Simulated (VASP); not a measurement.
# Si32C33 (a cell with a defect) in VASP: single point with PBEsol

Aim: the single point of Si32C33 (a cell with a defect) with PBEsol.

Program: VASP 6.6.1. These are calculated values, not measurements. Logs are shortened: lines on timing, memory, paths and dates and some standing lists are left out, and cuts for length are marked.

### Step 1. The cell of the first run

The cell holds a defect, 65 atoms: a = 8.714 Å, b = 8.714 Å, c = 8.714 Å, α = 90.00°, β = 90.00°, γ = 90.00°.

### Step 2. Single point, PBEsol, collinear spin

The input, INCAR:

```
  ALGO = Normal
  EDIFF = 1E-6
  ENCUT = 520
  GGA = PS
  ISIF = 2
  ISMEAR = -1
  ISPIN = 2
  ISYM = 0
  LASPH = T
  LCHARG = F
  LORBIT = 11
  LREAL = Auto
  LWAVE = F
  MAGMOM = 0 0 0 0 0 0 0 0.167 0 0 0 0 0 0 0 0.167 0 0 0 0 0 0 0 0.167 0 0 0 0 0 0 0 0.167 0 0 0 0 0 0 0 0.167 0 0 0 0 0 0 0 0 0 0 0 0 0 0 0 0 0 0 0 0 0 0 0 0 0.167
  NBANDS = 172
  NELECT = 261.0
  NELM = 150
  PREC = Accurate
  SIGMA = 0.05
```

The input, KPOINTS:

```
Automatic mesh
0
Gamma
  1 1 1
  0.25 0.25 0.25
```

The input, POSCAR:

```
Si32C33
1.0
    8.7137060000      0.0000000000      0.0000000000
    0.0000000000      8.7137060000      0.0000000000
    0.0000000000      0.0000000000      8.7137060000
Si C
32 33
Direct
    0.0003670000      0.9995660000      0.9989050000
    0.0074600000      0.0057180000      0.4979300000
    0.9995890000      0.4995790000      0.0002280000
    0.0002050000      0.5000610000      0.5004730000
    0.4999290000      0.9983430000      0.0020700000
    0.5023630000      0.9944360000      0.5007310000
    0.4983020000      0.4987710000      0.0007140000
    0.4909870000      0.4866600000      0.5031270000
    0.2494970000      0.2487430000      0.0009050000
    0.2482390000      0.2466820000      0.5002080000
    0.2473310000      0.7493880000      0.0026790000
    0.2494920000      0.7489870000      0.5013610000
    0.7500100000      0.2466070000      0.0015520000
    0.7497330000      0.2482860000      0.5006580000
    0.7488310000      0.7483710000      0.0001770000
    0.7779580000      0.7783720000      0.4721190000
    0.2515470000      0.9995770000      0.2498430000
    0.2468920000      0.9987420000      0.7506280000
    0.2502160000      0.4999190000      0.2510320000
    0.2489980000      0.4984310000      0.7525010000
    0.7521670000      0.0062210000      0.2426340000
    0.7496580000      0.9952430000      0.7481180000
    0.7496110000      0.5004490000      0.2508500000
    0.7486250000      0.4851720000      0.7606630000
    0.0010740000      0.2510310000      0.2492910000
    0.0000550000      0.2489440000      0.7504570000
    0.0045030000      0.7505600000      0.2458850000
    0.0005580000      0.7489410000      0.7482590000
    0.5000040000      0.2486490000      0.2504840000
    0.4986860000      0.2447090000      0.7517370000
    0.5024890000      0.7494890000      0.2507360000
    0.4946340000      0.7512310000      0.7549550000
    0.1252490000      0.1243730000      0.1255650000
    0.1260760000      0.1270680000      0.6261840000
    0.1254970000      0.6240140000      0.1254550000
    0.1253530000      0.6232830000      0.6256790000
    0.6246690000      0.1268680000      0.1237190000
    0.6253500000      0.1221320000      0.6254260000
    0.6251440000      0.6234900000      0.1255430000
    0.5924030000      0.5808100000      0.6614190000
    0.3743330000      0.3739510000      0.1269420000
    0.3682010000      0.3653730000      0.6282480000
    0.3750330000      0.8736760000      0.1266020000
    0.3700410000      0.8747760000      0.6266320000
    0.8746740000      0.3749070000      0.1255430000
    0.8751110000      0.3742690000      0.6253380000
    0.8765540000      0.8750380000      0.1233880000
    0.8891850000      0.8848550000      0.6230100000
    0.3760870000      0.1233930000      0.3765060000
    0.3733880000      0.1217050000      0.8770240000
    0.3775590000      0.6239800000      0.3785990000
    0.3683960000      0.6249500000      0.8818110000
    0.8771660000      0.1267800000      0.3738860000
    0.8746820000      0.1234610000      0.8745110000
    0.8823050000      0.6250070000      0.3692070000
    0.8732870000      0.6235890000      0.8732610000
    0.1255320000      0.3748910000      0.3759580000
    0.1238860000      0.3736300000      0.8768860000
    0.1273260000      0.8752690000      0.3739120000
    0.1237970000      0.8737020000      0.8761960000
    0.6254450000      0.3748440000      0.3764490000
    0.6223690000      0.3656820000      0.8827040000
    0.6281310000      0.8863210000      0.3612430000
    0.6247110000      0.8738970000      0.8791870000
    0.6423260000      0.7176050000      0.5982570000
```

Potentials or basis: VASP PAW PBE potentials, release 64 (Si, C).

Command:

```
$ cat potpaw_PBE.64/Si/POTCAR potpaw_PBE.64/C/POTCAR > POTCAR
$ mpirun -np 1 vasp_std > vasp.out
```

OUTCAR:

```text
EDIFF = 1E-6
   ENCUT = 520
   GGA = PS
   ISIF = 2
   ISMEAR = -1
   ISPIN = 2
   ISYM = 0
   LASPH = T
   LORBIT = 11
   LREAL = Auto
   NELECT = 261.0
   NELM = 150
   PREC = Accurate

 ion  position               nearest neighbor table
   1  0.000  1.000  0.999-  60 1.87  47 1.88  54 1.88  33 1.89  21 3.03  18 3.05  27 3.06  11 3.06
                            13 3.06  26 3.07   9 3.07  28 3.09  22 3.09  25 3.09  17 3.09  15 3.10
   2  0.007  0.006  0.498-  48 1.83  34 1.85  59 1.88  53 1.89  16 2.82  10 2.97  17 3.03  18 3.03
                            25 3.04  26 3.06  12 3.07  14 3.08  27 3.13  28 3.13  22 3.13  21 3.15
   3  1.000  0.500  0.000-  58 1.88  45 1.89  35 1.89  56 1.90  24 3.03  27 3.06  20 3.06  11 3.07
                            25 3.07  15 3.08  26 3.08  23 3.08   9 3.09  28 3.09  19 3.09  13 3.10
   4  0.000  0.500  0.500-  36 1.88  55 1.88  57 1.89  46 1.89  28 3.06  12 3.07  19 3.08  25 3.08
                            23 3.08  20 3.09  26 3.09  10 3.09  14 3.09  27 3.11  16 3.11
   5  0.500  0.998  0.002-  64 1.87  43 1.88  50 1.89  37 1.89  21 3.04  32 3.05  17 3.06  30 3.06
                            31 3.07  13 3.07  29 3.07  15 3.07   9 3.09  11 3.09  22 3.10  18 3.11
   6  0.502  0.994  0.501-  63 1.89  38 1.89  44 1.90  49 1.91  22 3.05  31 3.05  16 3.06  32 3.07
                            12 3.07  14 3.09  30 3.09  17 3.09  29 3.11  18 3.11  10 3.12  21 3.13
   7  0.498  0.499  0.001-  41 1.89  52 1.89  62 1.89  39 1.89  24 3.02  20 3.07  32 3.07  19 3.07
                             9 3.07  29 3.08  15 3.08  31 3.09  23 3.09  11 3.09  30 3.10  13 3.10
   8  0.491  0.487  0.503-  40 1.83  42 1.86  61 1.88  51 1.89  65 2.54  10 2.97  30 3.02  29 3.03
                            20 3.03  19 3.04  14 3.07  12 3.11
   9  0.249  0.249  0.001-  33 1.88  58 1.88  50 1.89  41 1.89  25 3.06  20 3.07  17 3.07   1 3.07
                            30 3.07   7 3.07  26 3.08  29 3.08  18 3.08   3 3.09   5 3.09  19 3.09
  10  0.248  0.247  0.500-  42 1.85  34 1.85  49 1.89  57 1.89   2 2.97   8 2.97  17 3.07  25 3.07
                            18 3.07  26 3.07   4 3.09  29 3.09  30 3.09  19 3.10  20 3.11   6 3.12
  11  0.247  0.749  0.003-  52 1.84  35 1.86  60 1.88  43 1.89  27 2.99  32 3.05   1 3.06  17 3.06
                             3 3.07  19 3.07  20 3.09  28 3.09  18 3.09   5 3.09   7 3.09  31 3.10
  12  0.249  0.749  0.501-  44 1.87  36 1.88  51 1.89  59 1.89  28 3.06   4 3.07   6 3.07  32 3.07
                             2 3.07  18 3.07  19 3.08  27 3.08  20 3.09  17 3.09  31 3.10   8 3.11
  13  0.750  0.247  0.002-  62 1.84  37 1.85  54 1.89  45 1.90  24 2.95  21 2.97   1 3.06   5 3.07
                            25 3.07  29 3.07  30 3.09  26 3.09   3 3.10  23 3.10   7 3.10  22 3.11
  14  0.750  0.248  0.501-  61 1.89  38 1.89  53 1.89  46 1.89  24 3.06   8 3.07  29 3.08  26 3.08
                            21 3.08  22 3.08   2 3.08   6 3.09  23 3.09  30 3.09   4 3.09  25 3.10
  15  0.749  0.748  0.000-  64 1.86  39 1.88  56 1.89  47 1.90  31 3.06  23 3.07   5 3.07  22 3.07
                            32 3.08   3 3.08   7 3.08  21 3.08  27 3.09   1 3.10  24 3.10  28 3.10
  16  0.778  0.778  0.472-  65 1.70  55 1.85  63 1.88  48 1.88  27 2.80   2 2.82  21 2.83   6 3.06
                            22 3.07  31 3.09  28 3.10  23 3.11   4 3.11
  17  0.252  1.000  0.250-  59 1.87  43 1.87  49 1.89  33 1.89   2 3.03  27 3.06   5 3.06  11 3.06
                            10 3.07  29 3.07   9 3.07  31 3.09   6 3.09  25 3.09  12 3.09   1 3.09
  18  0.247  0.999  0.751-  44 1.87  34 1.88  60 1.88  50 1.89   2 3.03   1 3.05  32 3.05  28 3.06
                            26 3.06  30 3.07  10 3.07  12 3.07   9 3.08  11 3.09   5 3.11   6 3.11
  19  0.250  0.500  0.251-  41 1.88  35 1.88  57 1.88  51 1.91   8 3.04  27 3.06  11 3.07  25 3.07
                             7 3.07  12 3.08   4 3.08  29 3.09   9 3.09   3 3.09  31 3.09  10 3.10
  20  0.249  0.498  0.753-  58 1.88  36 1.89  52 1.89  42 1.90   8 3.03   3 3.06   7 3.07   9 3.07
                            26 3.07  32 3.07  28 3.07   4 3.09  11 3.09  12 3.09  30 3.10  10 3.11
  21  0.752  0.006  0.243-  63 1.82  37 1.85  47 1.89  53 1.90  16 2.83  13 2.97   1 3.03   5 3.04
                            25 3.04  29 3.05  14 3.08  15 3.08  31 3.12  27 3.13   6 3.13   2 3.15
  22  0.750  0.995  0.748-  38 1.88  48 1.90  64 1.90  54 1.91   6 3.05  28 3.06  16 3.07  15 3.07
                            32 3.08  30 3.08  14 3.08   1 3.09   5 3.10  26 3.11  13 3.11   2 3.13
  23  0.750  0.500  0.251-  39 1.88  61 1.89  45 1.89  55 1.89  31 3.06  15 3.07   4 3.08   3 3.08
                            25 3.09  29 3.09   7 3.09  14 3.09  13 3.10  16 3.11  27 3.11
  24  0.749  0.485  0.761-  40 1.82  62 1.85  46 1.88  56 1.90  13 2.95  26 3.01  30 3.02   7 3.02
                             3 3.03  14 3.06  15 3.10
  25  0.001  0.251  0.249-  53 1.88  45 1.88  33 1.88  57 1.89  21 3.04   2 3.04   9 3.06   3 3.07
                            19 3.07  10 3.07  13 3.07   4 3.08  23 3.09   1 3.09  17 3.09  14 3.10
  26  0.000  0.249  0.750-  34 1.87  54 1.89  58 1.89  46 1.89  24 3.01   2 3.06  18 3.06   1 3.07
                            20 3.07  10 3.07   9 3.08  14 3.08   3 3.08   4 3.09  13 3.09  22 3.11
  27  0.005  0.751  0.246-  35 1.85  55 1.87  47 1.89  59 1.89  16 2.80  11 2.99   1 3.06  17 3.06
                            19 3.06   3 3.06  12 3.08  15 3.09  23 3.11   4 3.11   2 3.13  21 3.13
  28  0.001  0.749  0.748-  36 1.88  48 1.88  60 1.89  56 1.90  12 3.06  18 3.06   4 3.06  22 3.06
[... 270 lines left out ...]
   GGA     = PS    functional components
   LHFCALC =     F    Hartree Fock is set to
   AEXX    =    0.0000 exact exchange contribution
   IVDW    =     0    specifies the selected vdW correction
   LEPSILON=     F    determine dielectric tensor
   LRPA    =     F    only Hartree local field effects (RPA)
 spin polarized calculation
  energy-cutoff  :      520.00
  volume of cell :      661.62
 maximum number of plane-waves:     17779
 NGX is ok and might be reduce to    70
   NGX = 33   NGY = 33   NGZ = 33

 number of electron     260.9999987 magnetization       0.5000055

 Free energy of the ion-electron system (eV)
  ---------------------------------------------------
  ext. energy  EPLUGINS =         0.00000000
  ---------------------------------------------------
  free energy    TOTEN  =      -502.61368267 eV

  energy without entropy =     -502.57634359  energy(sigma->0) =     -502.59501313

 E-fermi :   9.9756     XC(G=0): -11.5815

 val. band max:        9.9163547656   @ k =  -0.2500   0.2500   0.2500
 cond. band min:      10.0649139498   @ k =  -0.2500  -0.2500   0.2500
 fundamental gap:      0.1485591842
 Fermi energy:         9.9756103199

 spin component 1

 k-point     1 :       0.2500    0.2500    0.2500
  band No.  band energies     occupation
      1      -7.4971      1.00000
      2      -6.8270      1.00000
      3      -6.3208      1.00000
      4      -6.2528      1.00000
      5      -5.8816      1.00000
      6      -5.5428      1.00000
[... 569 lines left out ...]
    141      12.3329      0.00000
    142      12.3738      0.00000
 Fermi energy:         9.9756103199

 spin component 2

 k-point     1 :       0.2500    0.2500    0.2500
  band No.  band energies     occupation
      1      -7.4175      1.00000
      2      -6.7971      1.00000
      3      -6.3127      1.00000
      4      -6.2488      1.00000
      5      -5.8667      1.00000
      6      -5.5355      1.00000
[... 569 lines left out ...]
    141      12.3419      0.00000
    142      12.3819      0.00000
 [bands above 142 left out]

------------------------ aborting loop because EDIFF is reached ----------------------------------------

  FORCE on cell =-STRESS in cart. coord.  units (eV):
  Direction    XX          YY          ZZ          XY          YZ          ZX
  --------------------------------------------------------------------------------------
  -------------------------------------------------------------------------------------
  Total       29.0986729     27.3297158     28.1124229      6.9476287     -9.6206727    -10.5264322
  in kB       70.4652596     66.1815585     68.0769596     16.8243569    -23.2973924    -25.4907768
  external PRESSURE =      68.2412592 kB  Pullay stress =       0.0000000 kB

 VOLUME and BASIS-vectors are now :
 -----------------------------------------------------------------------------
  energy-cutoff  :      520.00
  volume of cell :      661.62
      direct lattice vectors                 reciprocal lattice vectors
     8.713706000  0.000000000  0.000000000     0.114761733  0.000000000  0.000000000
     0.000000000  8.713706000  0.000000000     0.000000000  0.114761733  0.000000000
     0.000000000  0.000000000  8.713706000     0.000000000  0.000000000  0.114761733

 POSITION                                       TOTAL-FORCE (eV/Angst)
 -----------------------------------------------------------------------------------
      0.00320      8.70992      8.70416         0.020253      0.075806      0.046240
      0.06500      0.04982      4.33882         0.032781      0.107872     -0.005493
      8.71012      4.35318      0.00199         0.029386      0.047173      0.051092
      0.00179      4.35738      4.36097         0.010634      0.045531      0.077424
      4.35623      8.69927      0.01804         0.024197      0.080633      0.038526
      4.37744      8.66522      4.36322        -0.037349      0.150601      0.075896
[... 57 lines left out ...]
      5.44355      7.61488      7.66098         0.004311     -0.044649     -0.035169
      5.59704      6.25300      5.21304         0.050267      0.017335      0.212307
 -----------------------------------------------------------------------------------
    total drift:                                0.019942     -0.006846      0.016139

  FREE ENERGIE OF THE ION-ELECTRON SYSTEM (eV)
  ---------------------------------------------------
  free  energy   TOTEN  =      -502.6136826655 eV

  energy  without entropy=     -502.5763435940  energy(sigma->0) =     -502.59501313

 total charge

# of ion       s       p       d       tot
------------------------------------------
    1        0.710   0.984   0.000   1.694
    2        0.714   1.003   0.000   1.717
    3        0.709   0.975   0.000   1.684
    4        0.708   0.974   0.000   1.682
    5        0.710   0.981   0.000   1.691
    6        0.708   0.955   0.000   1.663
[... 57 lines left out ...]
   64        0.837   1.700   0.000   2.538
   65        0.917   1.698   0.000   2.615
--------------------------------------------------
tot         50.469  87.862   0.000 138.331

 magnetization (x)

# of ion       s       p       d       tot
------------------------------------------
    1       -0.000   0.000   0.000   0.000
    2        0.001   0.003   0.000   0.004
    3       -0.000  -0.000   0.000  -0.000
    4        0.000   0.000   0.000   0.000
    5        0.000   0.000   0.000   0.001
    6        0.001   0.000   0.000   0.001
[... 57 lines left out ...]
   64       -0.000   0.000   0.000   0.000
   65        0.007   0.132   0.000   0.139
--------------------------------------------------
tot          0.035   0.196   0.000   0.230
```

It took 47 min on 1 thread of Oxide Virtual Turin-like, shared host; peak memory 1.2 GiB.

What came out:

```
Free energy                                           : -502.6137 eV
Largest force                                         : 0.225 eV/Å
Net moment                                            : 0.50 μB per cell
Site moments                                          : Si +0.00, -0.00, +0.01 (each value once); C +0.00, -0.00, +0.01, +0.14 (each value once) μB
Valence electrons inside the program's atomic spheres : Si 1.69, 1.72, 1.68, 1.66, 1.70, 1.71, 1.81, 1.67 (each value once); C 2.54, 2.57, 2.56, 2.53, 2.68, 2.52, 2.55, 2.62 (each value once)
```

Forces in eV/Å, atoms in the order of the input:
```
Si   0.020  0.076  0.046
Si   0.033  0.108 -0.005
Si   0.029  0.047  0.051
Si   0.011  0.046  0.077
Si   0.024  0.081  0.039
Si  -0.037  0.151  0.076
Si  -0.015  0.069  0.087
Si   0.019 -0.050 -0.004
Si   0.067  0.026  0.048
Si   0.072 -0.011 -0.005
Si   0.099  0.070  0.035
Si   0.059  0.034  0.078
Si   0.097  0.028  0.081
Si   0.047  0.026  0.037
Si   0.064  0.059  0.051
Si   0.090  0.024 -0.060
Si   0.070  0.088  0.046
Si   0.086  0.090  0.028
Si   0.086  0.017  0.061
Si   0.070  0.042 -0.005
Si   0.147  0.100  0.013
Si   0.053  0.039  0.041
Si   0.061  0.019  0.029
Si   0.162  0.026 -0.031
Si   0.035  0.026  0.059
Si   0.020  0.004  0.049
Si   0.018  0.029  0.045
Si   0.010  0.015  0.064
Si   0.015  0.060  0.059
Si   0.008 -0.002  0.034
Si  -0.006 -0.001 -0.007
Si   0.003 -0.017  0.068
C   -0.041 -0.043 -0.039
C   -0.013 -0.081 -0.035
C   -0.074 -0.034 -0.009
C   -0.026 -0.052 -0.046
C   -0.076 -0.041 -0.023
C   -0.021 -0.042 -0.031
C   -0.034 -0.038 -0.030
C   -0.105  0.094 -0.158
C   -0.045 -0.036 -0.046
C   -0.002  0.101  0.017
C   -0.065 -0.078 -0.030
C   -0.094 -0.079 -0.123
C   -0.048 -0.032 -0.053
C   -0.036 -0.028  0.006
C   -0.051 -0.072 -0.030
C   -0.195 -0.113  0.003
C   -0.031 -0.042 -0.084
C   -0.026 -0.037 -0.035
C   -0.022 -0.029 -0.067
C   -0.001  0.003 -0.019
C   -0.076 -0.061 -0.068
C   -0.057 -0.028 -0.020
C   -0.058 -0.039 -0.080
C   -0.054 -0.048 -0.022
C   -0.042 -0.036 -0.060
C   -0.034 -0.041 -0.056
C   -0.051 -0.083 -0.039
C   -0.030 -0.073 -0.046
C   -0.055 -0.052 -0.063
C   -0.050 -0.027 -0.078
C   -0.059 -0.124  0.001
C    0.004 -0.045 -0.035
C    0.050  0.017  0.212
```

Caveat: the k points lie up to 0.36 Å⁻¹ apart; the cell carries a net charge on a neutralising background, which shifts energy and pressure; the cell is charged against a uniform background, so pressure and absolute levels hang on convention; the PAW data sets were made with another functional, which shifts forces and pressure a little.
